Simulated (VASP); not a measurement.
# C (P6_3/mmc) in VASP: notebook

The runs below take C through single point, with PBE, r2SCAN.

Program: VASP 6.6.1. These are calculated values, not measurements. Logs are shortened: lines on timing, memory, paths and dates and some standing lists are left out, and cuts for length are marked.

**1. The cell of the first run**

It takes space group P6_3/mmc (No. 194, hexagonal). Conventional cell: a = 2.503 Å, b = 2.503 Å, c = 4.169 Å, α = 90.00°, β = 90.00°, γ = 120.00°. Within 2.0 Å of C (site symmetry 3m) lie 4 C at 1.54 to 1.56 Å.

**2. Single point, PBE**

File INCAR:

```
SYSTEM = C
PREC     = Accurate       ! precision mode
ENCUT    = 520            ! plane-wave cutoff, eV
EDIFF    = 1E-6           ! SCF threshold, eV
ISMEAR   = 0              ! smearing method
SIGMA    = 0.01           ! smearing width, eV
LREAL    = .False.        ! projectors in reciprocal space
LASPH    = .True.         ! aspherical terms in the spheres
NELM     = 80             ! most SCF steps
ALGO     = Normal         ! electronic algorithm
ISIF     = 2              ! what is computed and relaxed
LWAVE    = .False.        ! write WAVECAR
LCHARG   = .False.        ! write CHGCAR
GGA      = PE             ! functional
NBANDS   = 16             ! bands
```

File KPOINTS:

```
regular mesh
0
Gamma
  9 9 6
  0 0 0
```

File POSCAR:

```
C
1.0
    2.5031953697      0.0000000000      0.0000000000
   -1.2515976849      2.1678307808      0.0000000000
    0.0000000000      0.0000000000      4.1688692845
C
4
Direct
    0.3333333333      0.6666666667      0.0002313171
    0.6666666667      0.3333333333      0.5002313171
    0.3333333333      0.6666666667      0.3747686829
    0.6666666667      0.3333333333      0.8747686829
```

Potentials or basis: VASP PAW PBE potentials, release 64 (C).

Launch:

```bash
$ cat potpaw_PBE.64/C/POTCAR > POTCAR
$ mpirun -np 1 vasp_std > vasp.out
```

OUTCAR:

```text
SYSTEM = C
   PREC = Accurate
   ENCUT = 520
   EDIFF = 1E-6
   ISMEAR = 0
   LREAL = .False.
   LASPH = .True.
   NELM = 80
   ISIF = 2
   GGA = PE

 ion  position               nearest neighbor table
   1  0.333  0.667  0.000-   4 1.54   4 1.54   4 1.54   3 1.56
   2  0.667  0.333  0.500-   3 1.54   3 1.54   3 1.54   4 1.56
   3  0.333  0.667  0.375-   2 1.54   2 1.54   2 1.54   1 1.56
   4  0.667  0.333  0.875-   1 1.54   1 1.54   1 1.54   2 1.56

  LATTYP: Found a hexagonal cell.
 ALAT       =     2.5031953697
 C/A-ratio  =     1.6654190620

  Lattice vectors:

 A1 = (   2.5031953697,   0.0000000000,   0.0000000000)
 A2 = (  -1.2515976849,   2.1678307808,   0.0000000000)
 A3 = (   0.0000000000,   0.0000000000,   4.1688692845)

Analysis of symmetry for initial positions (statically):
=====================================================================
 Subroutine PRICEL returns:
 Original cell was already a primitive cell.

 Routine SETGRP: Setting up the symmetry group for a
 hexagonal supercell.

 Subroutine GETGRP returns: Found 24 space group operations
 (whereof  6 operations were pure point group operations)
 out of a pool of 24 trial point group operations.

The static configuration has the point symmetry C_3v.
 The point group associated with its full space group is D_6h.

Analysis of symmetry for dynamics (positions and initial velocities):
=====================================================================
 Subroutine PRICEL returns:
 Original cell was already a primitive cell.

 Routine SETGRP: Setting up the symmetry group for a
 hexagonal supercell.

 Subroutine GETGRP returns: Found 24 space group operations
 (whereof  6 operations were pure point group operations)
 out of a pool of 24 trial point group operations.

The dynamic configuration has the point symmetry C_3v.
 The point group associated with its full space group is D_6h.

 Subroutine INISYM returns: Found 24 space group operations
 (whereof  6 operations are pure point group operations),
 and found     1 'primitive' translations

----------------------------------------------------------------------------------------

                                     Primitive cell

  volume of cell :      22.6224

  direct lattice vectors                    reciprocal lattice vectors
     2.503195370  0.000000000  0.000000000     0.399489393  0.230645309  0.000000000
    -1.251597685  2.167830781  0.000000000     0.000000000  0.461290618  0.000000000
     0.000000000  0.000000000  4.168869285     0.000000000  0.000000000  0.239873196

  length of vectors
     2.503195370  2.503195370  4.168869285     0.461290618  0.461290618  0.239873196

  position of ions in fractional coordinates (direct lattice)
     0.333333333  0.666666667  0.000231317
     0.666666667  0.333333333  0.500231317
     0.333333333  0.666666667  0.374768683
     0.666666667  0.333333333  0.874768683

  ion indices of the primitive-cell ions
   primitive index   ion index
                 1           1
                 2           2
                 3           3
                 4           4

----------------------------------------------------------------------------------------

 KPOINTS: regular mesh

Automatic generation of k-mesh.
 Grid dimensions read from file:
 generate k-points for:    9    9    6

 Generating k-lattice:

  Cartesian coordinates                     Fractional coordinates (reciprocal lattice)
     0.044387710  0.025627257  0.000000000     0.111111111  0.000000000  0.000000000
     0.000000000  0.051254513  0.000000000     0.000000000  0.111111111  0.000000000
     0.000000000  0.000000000  0.039978866     0.000000000  0.000000000  0.166666667

  Length of vectors
     0.051254513  0.051254513  0.039978866

  Shift w.r.t. Gamma in fractional coordinates (k-lattice)
     0.000000000  0.000000000  0.000000000

 Subroutine IBZKPT returns following result:
 ===========================================

 Found     48 irreducible k-points:

 Following reciprocal coordinates:
            Coordinates               Weight
  0.000000  0.000000  0.000000      1.000000
  0.111111  0.000000  0.000000      6.000000
  0.222222  0.000000  0.000000      6.000000
  0.333333  0.000000  0.000000      6.000000
  0.444444  0.000000  0.000000      6.000000
  0.111111  0.111111  0.000000      6.000000
[... 16 lines left out ...]
  0.333333  0.222222  0.166667     24.000000
  0.333333  0.333333  0.166667      4.000000
 [... further k-points ...]
   k-points           NKPTS =     48   k-points in BZ     NKDIM =     48   number of bands    NBANDS=     16
   number of dos      NEDOS =    301   number of ions     NIONS =      4
   total plane-waves  NPLWV =  12800
   dimension x,y,z NGX =    20 NGY =   20 NGZ =   32
   dimension x,y,z NGXF=    40 NGYF=   40 NGZF=   64
   ions per type =               4
   NGX,Y,Z   is equivalent  to a cutoff of  13.28, 13.28, 12.76 a.u.
   NGXF,Y,Z  is equivalent  to a cutoff of  26.57, 26.57, 25.52 a.u.
 SYSTEM =  C
   PREC   = accura    normal or accurate (medium, high low for compatibility)
   ISTART =      0    job   : 0-new  1-cont  2-samecut
   ICHARG =      2    charge: 1-file 2-atom 10-const
   ISPIN  =      1    spin polarized calculation?
   LNONCOLLINEAR =      F non collinear calculations
   LSORBIT =      F    spin-orbit coupling
   LASPH  =      T    aspherical Exc in radial PAW
   ENCUT  =  520.0 eV  38.22 Ry    6.18 a.u.   4.65  4.65  7.75*2*pi/ulx,y,z
   NELM   =     80;   NELMIN=  2; NELMDL= -5     # of ELM steps
   EDIFF  = 0.1E-05   stopping-criterion for ELM
   LREAL  =      F    real-space projection
   EDIFFG = 0.1E-04   stopping-criterion for IOM
   NSW    =      0    number of steps for IOM
   IBRION =     -1    ionic relax: 0-MD 1-quasi-New 2-CG
   NFREE  =      0    steps in history (QN), initial steepest desc. (CG)
   ISIF   =      2    stress and relaxation
   ISYM   =      2    0-nonsym 1-usesym 2-fastsym
   POTIM  = 0.5000    time-step for ionic-motion
   TEBEG  =    0.0;   TEEND  =   0.0 temperature during run
   PSTRESS=    0.0 pullay stress
   NELECT =      16.0000    total number of electrons
   NUPDOWN=      -1.0000    fix difference up-down
   EMIN   =  10.00;   EMAX   =-10.00  energy-range for DOS
   EFERMI =   0.00;   METHOD = LEGACY
   ISMEAR =     0;   SIGMA  =   0.01  broadening in eV -4-tet -1-fermi 0-gaus
   EFERMI_NEDOS =   21; number of points for ismear=-14 and -15
   IALGO  =     38    algorithm
   IMIX   =      4    mixing-type and parameters
     AMIX     =   0.40;   BMIX     =  1.00
     AMIX_MAG =   1.60;   BMIX_MAG =  1.00
  volume/ion in A,a.u.               =       5.66        38.17
  Fermi-wavevector in a.u.,A,eV,Ry     =   1.458597  2.756349 28.946471  2.127506
  Thomas-Fermi vector in A             =   2.575263
   LORBIT       =      0    0 simple, 1 ext, 2 COOP (PROOUT), +10 PAW based schemes
   GGA     = PE    functional components
   LHFCALC =     F    Hartree Fock is set to
   AEXX    =    0.0000 exact exchange contribution
   IVDW    =     0    specifies the selected vdW correction
   LEPSILON=     F    determine dielectric tensor
   LRPA    =     F    only Hartree local field effects (RPA)
 non-spin polarized calculation
 Gauss-broadening in eV      SIGMA  =   0.01
  energy-cutoff  :      520.00
  volume of cell :       22.62
 maximum number of plane-waves:       624
 NGX is ok and might be reduce to    20
   NGX =  9   NGY =  9   NGZ = 15

 number of electron      16.0000000 magnetization

 Free energy of the ion-electron system (eV)
  ---------------------------------------------------
  ext. energy  EPLUGINS =         0.00000000
  ---------------------------------------------------
  free energy    TOTEN  =       -36.26879723 eV

  energy without entropy =      -36.26879723  energy(sigma->0) =      -36.26879723

 E-fermi :  10.1566     XC(G=0): -13.2601

 val. band max:       10.0590882983   @ k =   0.0000   0.0000   0.0000
 cond. band min:      13.3693116400   @ k =   0.3333   0.3333   0.0000
 fundamental gap:      3.3102233417
 Fermi energy:        10.1566331158

 k-point     1 :       0.0000    0.0000    0.0000
  band No.  band energies     occupation
      1     -11.7669      2.00000
      2      -6.1850      2.00000
      3      -3.6570      2.00000
      4       6.9751      2.00000
      5       6.9751      2.00000
      6       9.5814      2.00000
[... 8 lines left out ...]
     15      24.2172      0.00000
     16      27.7877      0.00000

 k-point     2 :       0.1111    0.0000    0.0000
  band No.  band energies     occupation
      1     -11.4594      2.00000
      2      -5.9080      2.00000
      3      -3.3715      2.00000
      4       5.5269      2.00000
      5       6.3775      2.00000
      6       8.8297      2.00000
[... 8 lines left out ...]
     15      24.5868      0.00000
     16      26.8219      0.00000

 k-point     3 :       0.2222    0.0000    0.0000
  band No.  band energies     occupation
      1     -10.5437      2.00000
      2      -5.0817      2.00000
      3      -2.5583      2.00000
      4       2.5220      2.00000
      5       5.2122      2.00000
      6       6.2375      2.00000
[... 8 lines left out ...]
     15      24.6912      0.00000
     16      25.5548      0.00000

 k-point     4 :       0.3333    0.0000    0.0000
  band No.  band energies     occupation
      1      -9.0483      2.00000
      2      -3.7273      2.00000
      3      -1.7785      2.00000
      4      -0.2160      2.00000
      5       3.3753      2.00000
      6       4.2064      2.00000
[... 8 lines left out ...]
     15      25.0116      0.00000
     16      26.4669      0.00000
[... 324 lines left out ...]
 k-point    22 :       0.2222    0.2222    0.1667
  band No.  band energies     occupation
      1      -7.9905      2.00000
      2      -3.9562      2.00000
      3      -1.2123      2.00000
      4       1.2828      2.00000
      5       1.4688      2.00000
      6       2.5623      2.00000
[... 8 lines left out ...]
     15      23.7288      0.00000
     16      26.4173      0.00000

 k-point    23 :       0.3333    0.2222    0.1667
  band No.  band energies     occupation
      1      -6.1098      2.00000
      2      -3.4176      2.00000
      3      -2.0222      2.00000
      4       0.2603      2.00000
      5       0.5886      2.00000
      6       2.5344      2.00000
[... 8 lines left out ...]
     15      25.2523      0.00000
     16      26.5716      0.00000

 k-point    24 :       0.3333    0.3333    0.1667
  band No.  band energies     occupation
      1      -4.4401      2.00000
      2      -4.4401      2.00000
      3      -0.8978      2.00000
      4      -0.4944      2.00000
      5      -0.4944      2.00000
      6       2.5704      2.00000
[... 8 lines left out ...]
     15      25.6074      0.00000
     16      25.6074      0.00000

 [... further k-points ...]
[... 5 lines left out ...]
  --------------------------------------------------------------------------------------
  -------------------------------------------------------------------------------------
  Total        0.7231908      0.7231908      0.6058243     -0.0000000      0.0000000     -0.0000000
  in kB       51.2182909     51.2182909     42.9060850     -0.0000000      0.0000000     -0.0000000
  external PRESSURE =      48.4475556 kB  Pullay stress =       0.0000000 kB

 VOLUME and BASIS-vectors are now :
 -----------------------------------------------------------------------------
  energy-cutoff  :      520.00
  volume of cell :       22.62
      direct lattice vectors                 reciprocal lattice vectors
     2.503195370  0.000000000  0.000000000     0.399489393  0.230645309  0.000000000
    -1.251597685  2.167830781  0.000000000     0.000000000  0.461290618  0.000000000
     0.000000000  0.000000000  4.168869285     0.000000000  0.000000000  0.239873196

 POSITION                                       TOTAL-FORCE (eV/Angst)
 -----------------------------------------------------------------------------------
     -0.00000      1.44522      0.00096        -0.000000      0.000000      0.015631
      1.25160      0.72261      2.08540         0.000000     -0.000000      0.015631
     -0.00000      1.44522      1.56236        -0.000000      0.000000     -0.015631
      1.25160      0.72261      3.64680         0.000000     -0.000000     -0.015631
 -----------------------------------------------------------------------------------
    total drift:                               -0.000000      0.000000      0.000000

  FREE ENERGIE OF THE ION-ELECTRON SYSTEM (eV)
  ---------------------------------------------------
  free  energy   TOTEN  =       -36.2687972348 eV

  energy  without entropy=      -36.2687972348  energy(sigma->0) =      -36.26879723
```

Run time: 25 s. Hardware: 1 thread of AMD EPYC 7R13, shared host; peak memory 0.14 GiB.

What came out:

```
Free energy            : -36.2688 eV
Pressure               : 4.8 GPa
Largest force          : 0.016 eV/Å
Band gap on the k mesh : 3.31 eV, indirect (least direct gap 4.99 eV)
```

Forces in eV/Å, atoms in the order of the input:
```
C    0.000  0.000  0.016
C    0.000  0.000  0.016
C    0.000  0.000 -0.016
C    0.000  0.000 -0.016
```

Stress tensor (GPa, compression positive):
```
5.12 0.00 0.00
0.00 5.12 0.00
0.00 0.00 4.29
```

A k mesh can miss the band edges. Expect the measured gap to be larger: semilocal functionals such as PBE lack the derivative discontinuity.

**3. Single point, PBE**

File INCAR:

```
ALGO = Normal
EDIFF = 1E-7
ENCUT = 520
GGA = PE
ISIF = 2
ISMEAR = 0
LASPH = T
LCHARG = F
LREAL = F
LWAVE = F
NBANDS = 16
NELM = 100
PREC = Accurate
SIGMA = 0.01
```

File KPOINTS:

```
k-points
0
Gamma
  9 9 6
```

POSCAR is that of step 2.

Potentials or basis: VASP PAW PBE potentials, release 64 (C).

Launch:

```bash
$ cat potpaw_PBE.64/C/POTCAR > POTCAR
$ mpirun -np 1 vasp_std > vasp.out
```

Run time: 28 s. Hardware: 1 thread of AMD EPYC 7R13, shared host; peak memory 0.13 GiB.

The run converged. Its results:

```
Free energy            : -36.2688 eV
Pressure               : 4.8 GPa
Largest force          : 0.016 eV/Å
Band gap on the k mesh : 3.31 eV, indirect (least direct gap 4.99 eV)
```

Forces on the atoms (eV/Å):
```
C    0.000  0.000  0.016
C    0.000  0.000  0.016
C    0.000  0.000 -0.016
C    0.000  0.000 -0.016
```

Stress tensor (GPa, compression positive):
```
5.12 0.00 0.00
0.00 5.12 0.00
0.00 0.00 4.29
```

Levels at points of the mesh, in eV from the valence-band top:
```tsv
k point	band 6	band 7	band 8	band 9	band 10	band 11
(0.00, 0.00, 0.00)	-0.48	0.00	0.00	4.99	4.99	5.34
(0.00, 0.00, 0.50)	-1.85	-1.85	-1.85	7.27	7.27	7.27
```

A k mesh can miss the band edges.

(Part 1 of 2 ends here.)
